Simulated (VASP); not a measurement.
# BaPbO3 (Imma) in VASP: further runs

Runs on BaPbO3. Level: LDA. Tasks: single point, relaxation of cell and atoms.

Program: VASP 6.6.1. These are calculated values, not measurements. Logs are shortened: lines on timing, memory, paths and dates and some standing lists are left out, and cuts for length are marked.

### 1 The cell of the first run

It takes space group Imma (No. 74, orthorhombic). The conventional cell has a = 5.923 Å, b = 8.373 Å, c = 6.028 Å, α = 90.00°, β = 90.00°, γ = 90.00°. Within 3.7 Å of Ba (site symmetry mm2) lie 12 O at 2.61 to 3.42 Å and 8 Pb at 3.63 to 3.70 Å. Within 2.8 Å of Pb (site symmetry 2/m) lie 6 O at 2.14 Å. O (site symmetry 2) has 2 Pb at 2.14 Å and 2 Ba at 2.72 Å within 2.8 Å. Within 2.8 Å of O (site symmetry mm2) lie 2 Pb at 2.14 Å and 1 Ba at 2.61 Å.

### 2 Single point, LDA

File INCAR:

```
SYSTEM = BaPbO3
PREC = Accurate ; ENCUT = 520
EDIFF = 1E-6 ; ISMEAR = 0
SIGMA = 0.01 ; LREAL = .FALSE.
LASPH = .TRUE. ; NELM = 100
ALGO = Normal ; ISIF = 2
LWAVE = .FALSE. ; LCHARG = .TRUE.
GGA = CA ; LELF = .TRUE.
LVHAR = .TRUE. ; NBANDS = 53
```

File KPOINTS:

```
regular mesh
0
G
  4 4 4
  0 0 0
```

File POSCAR:

```
BaPbO3
1.0
   -2.9612911809      4.1867247480      3.0139701003
    2.9612911809     -4.1867247480      3.0139701003
    2.9612911809      4.1867247480     -3.0139701003
Ba Pb O
2 2 6
Direct
    0.2440585863      0.9940585863      0.2500000000
    0.7559414137      0.0059414137      0.7500000000
    0.5000000000      0.5000000000      0.0000000000
    0.0000000000      0.5000000000      0.5000000000
    0.2079918856      0.5000000000      0.2079918856
    0.7920081144      0.0000000000      0.2920081144
    0.7920081144      0.5000000000      0.7920081144
    0.2079918856      0.0000000000      0.7079918856
    0.6763356175      0.4263356175      0.2500000000
    0.3236643825      0.5736643825      0.7500000000
```

Potentials or basis: VASP PAW LDA potentials, release 64 (Ba_sv, Pb_d, O).

Started as:

```bash
> cat potpaw_LDA.64/Ba_sv/POTCAR potpaw_LDA.64/Pb_d/POTCAR potpaw_LDA.64/O/POTCAR > POTCAR
> mpirun -np 1 vasp_std > vasp.out
```

OUTCAR:

```text
SYSTEM = BaPbO3
   PREC = Accurate
   ENCUT = 520
   EDIFF = 1E-6
   ISMEAR = 0
   LREAL = .FALSE.
   LASPH = .TRUE.
   NELM = 100
   ISIF = 2
   GGA = CA

 ion  position               nearest neighbor table
   1  0.244  0.994  0.250-   9 2.61   7 2.72   8 2.72   6 2.72   5 2.72  10 3.00  10 3.00   6 3.25
                             5 3.25   8 3.25   7 3.25   4 3.63   4 3.63   3 3.63   3 3.63   4 3.64
   2  0.756  0.006  0.750-  10 2.61   6 2.72   8 2.72   5 2.72   7 2.72   9 3.00   9 3.00   7 3.25
                             6 3.25   8 3.25   5 3.25   3 3.63   3 3.63   4 3.63   4 3.63   3 3.64
   3  0.500  0.500  0.000-   9 2.14  10 2.14   7 2.14   5 2.14   6 2.14   8 2.14   2 3.63   1 3.63
                             2 3.63   1 3.63   1 3.64   2 3.64   1 3.70   2 3.70
   4  0.000  0.500  0.500-   9 2.14  10 2.14   8 2.14   5 2.14   7 2.14   6 2.14   2 3.63   2 3.63
                             1 3.63   1 3.63   1 3.64   2 3.64   2 3.70   1 3.70
   5  0.208  0.500  0.208-   3 2.14   4 2.14   2 2.72   1 2.72   2 3.25   1 3.25
   6  0.792  0.000  0.292-   4 2.14   3 2.14   1 2.72   2 2.72   2 3.25   1 3.25
   7  0.792  0.500  0.792-   3 2.14   4 2.14   1 2.72   2 2.72   2 3.25   1 3.25
   8  0.208  0.000  0.708-   3 2.14   4 2.14   1 2.72   2 2.72   2 3.25   1 3.25
   9  0.676  0.426  0.250-   3 2.14   4 2.14   1 2.61   2 3.00   2 3.00
  10  0.324  0.574  0.750-   3 2.14   4 2.14   2 2.61   1 3.00   1 3.00

  LATTYP: Found a body centered orthorhombic cell.
 ALAT       =     5.9225823618
 B/A-ratio  =     1.0177891724
 C/A-ratio  =     1.4138173156

  Lattice vectors:

 A1 = (   2.9612911809,  -4.1867247480,  -3.0139701003)
 A2 = (  -2.9612911809,  -4.1867247480,   3.0139701003)
 A3 = (  -2.9612911809,   4.1867247480,  -3.0139701003)

Analysis of symmetry for initial positions (statically):
=====================================================================
 Subroutine PRICEL returns:
 Original cell was already a primitive cell.

 Routine SETGRP: Setting up the symmetry group for a
 body centered orthorhombic supercell.

 Subroutine GETGRP returns: Found  8 space group operations
 (whereof  4 operations were pure point group operations)
 out of a pool of  8 trial point group operations.

The static configuration has the point symmetry C_2h.
 The point group associated with its full space group is D_2h.

Analysis of symmetry for dynamics (positions and initial velocities):
=====================================================================
 Subroutine PRICEL returns:
 Original cell was already a primitive cell.

 Routine SETGRP: Setting up the symmetry group for a
 body centered orthorhombic supercell.

 Subroutine GETGRP returns: Found  8 space group operations
 (whereof  4 operations were pure point group operations)
 out of a pool of  8 trial point group operations.

The dynamic configuration has the point symmetry C_2h.
 The point group associated with its full space group is D_2h.

 Subroutine INISYM returns: Found  8 space group operations
 (whereof  4 operations are pure point group operations),
 and found     1 'primitive' translations

----------------------------------------------------------------------------------------

                                     Primitive cell

  volume of cell :     149.4701

  direct lattice vectors                    reciprocal lattice vectors
    -2.961291181  4.186724748  3.013970100     0.000000000  0.119425095  0.165894147
     2.961291181 -4.186724748  3.013970100     0.168845267  0.000000000  0.165894147
     2.961291181  4.186724748 -3.013970100     0.168845267  0.119425095  0.000000000

  length of vectors
     5.948270786  5.948270786  5.948270786     0.204409445  0.236705708  0.206811696

  position of ions in fractional coordinates (direct lattice)
     0.244058586  0.994058586  0.250000000
     0.755941414  0.005941414  0.750000000
     0.500000000  0.500000000  0.000000000
     0.000000000  0.500000000  0.500000000
     0.207991886  0.500000000  0.207991886
     0.792008114  1.000000000  0.292008114
     0.792008114  0.500000000  0.792008114
     0.207991886  0.000000000  0.707991886
     0.676335618  0.426335618  0.250000000
     0.323664382  0.573664382  0.750000000

  ion indices of the primitive-cell ions
   primitive index   ion index
                 1           1
                 2           2
                 3           3
                 4           4
                 5           5
                 6           6
                 7           7
                 8           8
                 9           9
                10          10

----------------------------------------------------------------------------------------

 KPOINTS: regular mesh

Automatic generation of k-mesh.
 Grid dimensions read from file:
 generate k-points for:    4    4    4

 Generating k-lattice:

  Cartesian coordinates                     Fractional coordinates (reciprocal lattice)
     0.000000000  0.029856274  0.041473537     0.250000000  0.000000000 -0.000000000
     0.042211317  0.000000000  0.041473537    -0.000000000  0.250000000  0.000000000
     0.042211317  0.029856274  0.000000000    -0.000000000  0.000000000  0.250000000

  Length of vectors
     0.051102361  0.059176427  0.051702924

  Shift w.r.t. Gamma in fractional coordinates (k-lattice)
     0.000000000  0.000000000  0.000000000

 Subroutine IBZKPT returns following result:
 ===========================================

 Found     18 irreducible k-points:

 Following reciprocal coordinates:
            Coordinates               Weight
  0.000000  0.000000  0.000000      1.000000
  0.250000  0.000000  0.000000      4.000000
  0.500000  0.000000  0.000000      2.000000
  0.000000  0.250000  0.000000      4.000000
  0.250000  0.250000  0.000000      8.000000
  0.500000  0.250000  0.000000      8.000000
[... 10 lines left out ...]
 -0.250000 -0.250000  0.250000      2.000000
  0.500000  0.500000  0.500000      1.000000
   k-points           NKPTS =     18   k-points in BZ     NKDIM =     18   number of bands    NBANDS=     53
   number of dos      NEDOS =    301   number of ions     NIONS =     10
   total plane-waves  NPLWV = 110592
   dimension x,y,z NGX =    48 NGY =   48 NGZ =   48
   dimension x,y,z NGXF=    96 NGYF=   96 NGZF=   96
   ions per type =               2   2   6
   NGX,Y,Z   is equivalent  to a cutoff of  13.42, 13.42, 13.42 a.u.
   NGXF,Y,Z  is equivalent  to a cutoff of  26.83, 26.83, 26.83 a.u.
 SYSTEM =  BaPbO3
   PREC   = accura    normal or accurate (medium, high low for compatibility)
   ISTART =      0    job   : 0-new  1-cont  2-samecut
   ICHARG =      2    charge: 1-file 2-atom 10-const
   ISPIN  =      1    spin polarized calculation?
   LNONCOLLINEAR =      F non collinear calculations
   LSORBIT =      F    spin-orbit coupling
   LASPH  =      T    aspherical Exc in radial PAW
   ENCUT  =  520.0 eV  38.22 Ry    6.18 a.u.  11.06 11.06 11.06*2*pi/ulx,y,z
   NELM   =    100;   NELMIN=  2; NELMDL= -5     # of ELM steps
   EDIFF  = 0.1E-05   stopping-criterion for ELM
   LREAL  =      F    real-space projection
   EDIFFG = 0.1E-04   stopping-criterion for IOM
   NSW    =      0    number of steps for IOM
   IBRION =     -1    ionic relax: 0-MD 1-quasi-New 2-CG
   NFREE  =      0    steps in history (QN), initial steepest desc. (CG)
   ISIF   =      2    stress and relaxation
   ISYM   =      2    0-nonsym 1-usesym 2-fastsym
   POTIM  = 0.5000    time-step for ionic-motion
   TEBEG  =    0.0;   TEEND  =   0.0 temperature during run
   PSTRESS=    0.0 pullay stress
   NELECT =      84.0000    total number of electrons
   NUPDOWN=      -1.0000    fix difference up-down
   EMIN   =  10.00;   EMAX   =-10.00  energy-range for DOS
   EFERMI =   0.00;   METHOD = LEGACY
   ISMEAR =     0;   SIGMA  =   0.01  broadening in eV -4-tet -1-fermi 0-gaus
   EFERMI_NEDOS =   21; number of points for ismear=-14 and -15
   IALGO  =     38    algorithm
   IMIX   =      4    mixing-type and parameters
     AMIX     =   0.40;   BMIX     =  1.00
     AMIX_MAG =   1.60;   BMIX_MAG =  1.00
  volume/ion in A,a.u.               =      14.95       100.87
  Fermi-wavevector in a.u.,A,eV,Ry     =   1.350983  2.552987 24.832730  1.825154
  Thomas-Fermi vector in A             =   2.478442
   LORBIT       =      0    0 simple, 1 ext, 2 COOP (PROOUT), +10 PAW based schemes
   GGA     = CA    functional components
   LHFCALC =     F    Hartree Fock is set to
   AEXX    =    0.0000 exact exchange contribution
   IVDW    =     0    specifies the selected vdW correction
   LEPSILON=     F    determine dielectric tensor
   LRPA    =     F    only Hartree local field effects (RPA)
 non-spin polarized calculation
 Gauss-broadening in eV      SIGMA  =   0.01
  energy-cutoff  :      520.00
  volume of cell :      149.47
 maximum number of plane-waves:      4042
 NGX is ok and might be reduce to    48
   NGX = 23   NGY = 23   NGZ = 23

 number of electron      84.0000020 magnetization

 Free energy of the ion-electron system (eV)
  ---------------------------------------------------
  ext. energy  EPLUGINS =         0.00000000
  ---------------------------------------------------
  free energy    TOTEN  =       -65.12592585 eV

  energy without entropy =      -65.12592585  energy(sigma->0) =      -65.12592585

 E-fermi :   3.6755     XC(G=0): -11.3383

 val. band max:        3.5714392791   @ k =   0.0000   0.0000   0.0000
 cond. band min:       3.9046347163   @ k =   0.0000   0.0000   0.0000
 fundamental gap:      0.3331954372
 Fermi energy:         3.6754608061

 k-point     1 :       0.0000    0.0000    0.0000
  band No.  band energies     occupation
      1     -21.0890      2.00000
      2     -20.9223      2.00000
      3     -14.0557      2.00000
      4     -14.0107      2.00000
      5     -13.6752      2.00000
      6     -12.5709      2.00000
[... 45 lines left out ...]
     52      11.4068      0.00000
     53      11.4163      0.00000
[... 950 lines left out ...]
     52      11.9995      0.00000
     53      12.2451      0.00000

------------------------ aborting loop because EDIFF is reached ----------------------------------------

  FORCE on cell =-STRESS in cart. coord.  units (eV):
  Direction    XX          YY          ZZ          XY          YZ          ZX
  --------------------------------------------------------------------------------------
  -------------------------------------------------------------------------------------
  Total        3.0621728      3.0975452      3.4616836      0.0000000      0.0000000      0.0000000
  in kB       32.8235705     33.2027287     37.1059457      0.0000000      0.0000000      0.0000000
  external PRESSURE =      34.3774150 kB  Pullay stress =       0.0000000 kB

 VOLUME and BASIS-vectors are now :
 -----------------------------------------------------------------------------
  energy-cutoff  :      520.00
  volume of cell :      149.47
      direct lattice vectors                 reciprocal lattice vectors
    -2.961291181  4.186724748  3.013970100     0.000000000  0.119425095  0.165894147
     2.961291181 -4.186724748  3.013970100     0.168845267  0.000000000  0.165894147
     2.961291181  4.186724748 -3.013970100     0.168845267  0.119425095  0.000000000

 POSITION                                       TOTAL-FORCE (eV/Angst)
 -----------------------------------------------------------------------------------
      2.96129     -2.09336      2.97816        -0.000000     -0.000000      0.018699
      0.00000      6.28009      0.03581         0.000000     -0.000000     -0.018699
      0.00000      0.00000      3.01397         0.000000     -0.000000      0.000000
      2.96129      0.00000      0.00000         0.000000     -0.000000      0.000000
      1.48065     -0.35175      1.50699         0.000000      0.070200      0.000000
     -1.48065      4.53848      1.50699        -0.000000     -0.070200      0.000000
      1.48065      4.53848      1.50699        -0.000000     -0.070200      0.000000
      1.48065      3.83497     -1.50699         0.000000      0.070200      0.000000
      0.00000      2.09336      2.56993         0.000000      0.000000      0.094529
      2.96129      2.09336      0.44404        -0.000000      0.000000     -0.094529
 -----------------------------------------------------------------------------------
    total drift:                                0.000000      0.000000     -0.000000

  FREE ENERGIE OF THE ION-ELECTRON SYSTEM (eV)
  ---------------------------------------------------
  free  energy   TOTEN  =       -65.1259258454 eV

  energy  without entropy=      -65.1259258454  energy(sigma->0) =      -65.12592585
```

Run time: 6.1 min. Hardware: 1 thread of Oxide Virtual Turin-like, shared host; peak memory 0.29 GiB.

What came out:

```
Free energy            : -65.1259 eV
Pressure               : 3.4 GPa
Largest force          : 0.095 eV/Å
Band gap on the k mesh : 0.33 eV
```

Forces on the atoms (eV/Å):
```
Ba   0.000  0.000  0.019
Ba   0.000  0.000 -0.019
Pb   0.000  0.000  0.000
Pb   0.000  0.000  0.000
O    0.000  0.070  0.000
O    0.000 -0.070  0.000
O    0.000 -0.070  0.000
O    0.000  0.070  0.000
O    0.000  0.000  0.095
O    0.000  0.000 -0.095
```

Stress tensor (GPa, compression positive):
```
3.28 0.00 0.00
0.00 3.32 0.00
0.00 0.00 3.71
```

Levels at points of the mesh, in eV from the valence-band top:
```csv
k point,band 38,band 39,band 40,band 41,band 42,band 43,band 44,band 45,band 46,band 47
"(0.00, 0.00, 0.00)",-0.52,-0.50,-0.39,-0.16,0.00,0.33,4.74,5.05,5.15,5.34
"(0.50, 0.00, 0.00)",-0.63,-0.57,-0.52,-0.39,-0.29,2.74,2.83,6.37,6.65,6.70
"(0.00, 0.50, 0.00)",-0.77,-0.74,-0.71,-0.12,-0.06,3.26,4.99,6.23,6.69,6.98
"(0.50, 0.50, 0.00)",-0.86,-0.62,-0.62,-0.48,-0.48,2.91,2.91,6.64,6.64,6.88
"(0.50, 0.50, 0.50)",-0.85,-0.80,-0.68,-0.22,-0.03,3.13,5.00,6.69,7.13,7.14
```

Caveat: the cell stands under pressure; spin-orbit coupling is left out, which moves the levels of the heavy elements.

### 3 Relaxation of cell and atoms, LDA, target pressure 2 GPa, at which the enthalpy is minimised

This run uses another cell than the first one, of 15.43 Å³/atom.

File INCAR:

```
ALGO     = Normal         # electronic algorithm
EDIFF    = 1E-6           # SCF threshold, eV
EDIFFG   = -0.01          # ionic threshold
ENCUT    = 600            # plane-wave cutoff, eV
IBRION   = 2              # ionic algorithm
ISIF     = 3              # what is computed and relaxed
ISMEAR   = 0              # smearing method
LASPH    = T              # aspherical terms in the spheres
LCHARG   = F              # write CHGCAR
LREAL    = F              # projectors in reciprocal space
LWAVE    = F              # write WAVECAR
NELM     = 60             # most SCF steps
NSW      = 80             # ionic steps
PREC     = Accurate       # precision mode
PSTRESS  = 20.0         
SIGMA    = 0.01           # smearing width, eV
```

File KPOINTS:

```
k-points
0
Gamma
  4 4 4
```

File POSCAR:

```
BaPbO3
1.0
   -3.0035000000      4.2380000000      3.0315000000
    3.0035000000     -4.2380000000      3.0315000000
    3.0035000000      4.2380000000     -3.0315000000
Ba Pb O
2 2 6
Direct
    0.2467000000      0.9967000000      0.2500000000
    0.7533000000      0.0033000000      0.7500000000
    0.5000000000      0.5000000000      0.0000000000
    0.0000000000      0.5000000000      0.5000000000
    0.2187000000      0.5000000000      0.2187000000
    0.7813000000      0.0000000000      0.2813000000
    0.7813000000      0.5000000000      0.7813000000
    0.2187000000      0.0000000000      0.7187000000
    0.6953000000      0.4453000000      0.2500000000
    0.3047000000      0.5547000000      0.7500000000
```

Potentials or basis: VASP PAW LDA potentials, release 64 (Ba_sv, Pb_d, O).

Started as:

```bash
> cat potpaw_LDA.64/Ba_sv/POTCAR potpaw_LDA.64/Pb_d/POTCAR potpaw_LDA.64/O/POTCAR > POTCAR
> mpirun -np 1 vasp_std > vasp.out
```

Wall time 58 min (1 thread of Oxide Virtual Turin-like, shared host); peak memory 0.34 GiB.

The run converged. Its results:

| Quantity | Value |
| --- | --- |
| Free energy | -65.1769 eV |
| Relaxed volume | 15.08 Å³/atom |
| Relaxed cell | a = 5.967 Å, b = 5.967 Å, c = 5.967 Å, α = 120.28°, β = 90.50°, γ = 119.15° |
| Space group after relaxing (to 0.1 Å) | Imma (No. 74) |
| Energy change on relaxing (the run minimises the enthalpy) | -1.8 meV/atom |
| Ionic steps | 15 |
| Pressure after relaxing | 2.0 GPa |
| Largest force after relaxing | 0.008 eV/Å |
| Band gap on the k mesh | 0.28 eV |

Forces in eV/Å, atoms in the order of the input:
```
Ba   0.000  0.000 -0.005
Ba   0.000  0.000  0.005
Pb   0.000  0.000  0.000
Pb   0.000  0.000  0.000
O    0.000 -0.002  0.000
O    0.000  0.002  0.000
O    0.000  0.002  0.000
O    0.000 -0.002  0.000
O    0.000  0.000  0.008
O    0.000  0.000 -0.008
```

Stress tensor (GPa, compression positive):
```
1.92 0.00 0.00
0.00 1.97 0.00
0.00 0.00 2.04
```

Step by step:
| step | energy change (eV) | largest force (eV/Å) | pressure (GPa) | volume (Å³) |
| --- | --- | --- | --- | --- |
| 1 | 0.0000 | 0.1700 | -0.98 | 154.35 |
| 2 | 0.0646 | 0.1629 | 4.71 | 148.02 |
| 3 | 0.0092 | 0.1660 | 2.11 | 150.72 |
| 4 | 0.0051 | 0.1480 | 2.09 | 150.73 |
| 5 | -0.0045 | 0.0865 | 2.05 | 150.75 |
| 6 | -0.0099 | 0.0761 | 2.01 | 150.78 |
| 7 | -0.0104 | 0.0791 | 2.01 | 150.77 |
| 8 | -0.0144 | 0.0627 | 1.98 | 150.80 |
| 9 | -0.0177 | 0.0351 | 1.92 | 150.85 |
| 10 | -0.0178 | 0.0337 | 1.93 | 150.84 |
| 11 | -0.0166 | 0.0301 | 2.05 | 150.72 |
| 12 | -0.0151 | 0.0265 | 2.19 | 150.58 |
| 13 | -0.0169 | 0.0203 | 2.08 | 150.71 |
| 14 | -0.0185 | 0.0142 | 1.98 | 150.84 |
| 15 | -0.0185 | 0.0080 | 1.98 | 150.83 |

Final structure:
```xyz
10
Lattice="-2.9707 4.2005 3.0218 2.9707 -4.2005 3.0218 2.9707 4.2005 -3.0218" Properties=species:S:1:pos:R:3 pbc="T T T"
Ba    2.9707   -2.1003    2.9921
Ba    0.0000    6.3008    0.0297
Pb    0.0000    0.0000    3.0218
Pb    2.9707    0.0000    0.0000
O     1.4854   -0.3244    1.5109
O    -1.4854    4.5249    1.5109
O     1.4854    4.5249    1.5109
O     1.4854    3.8761   -1.5109
O     0.0000    2.1003    2.6070
O     2.9707    2.1003    0.4148
```

Levels at points of the mesh, in eV from the valence-band top:
```
           k point  band 39  band 40  band 41  band 42  band 43  band 44  band 45  band 46
(0.00, 0.00, 0.00)    -0.46    -0.34    -0.15     0.00     0.28     4.72     4.98     5.09
(0.50, 0.00, 0.00)    -0.56    -0.51    -0.40    -0.31     2.72     2.80     6.35     6.60
(0.00, 0.50, 0.00)    -0.78    -0.72    -0.11    -0.07     3.25     4.99     6.23     6.63
(0.50, 0.50, 0.00)    -0.61    -0.61    -0.48    -0.48     2.87     2.87     6.59     6.59
(0.50, 0.50, 0.50)    -0.81    -0.71    -0.21    -0.03     3.14     5.01     6.64     7.09
```

Caveat: the cell is relaxed towards a set pressure, so the run minimises the enthalpy, not the energy; spin-orbit coupling is left out, which moves the levels of the heavy elements. Zero-point motion and thermal expansion aren't in these numbers.
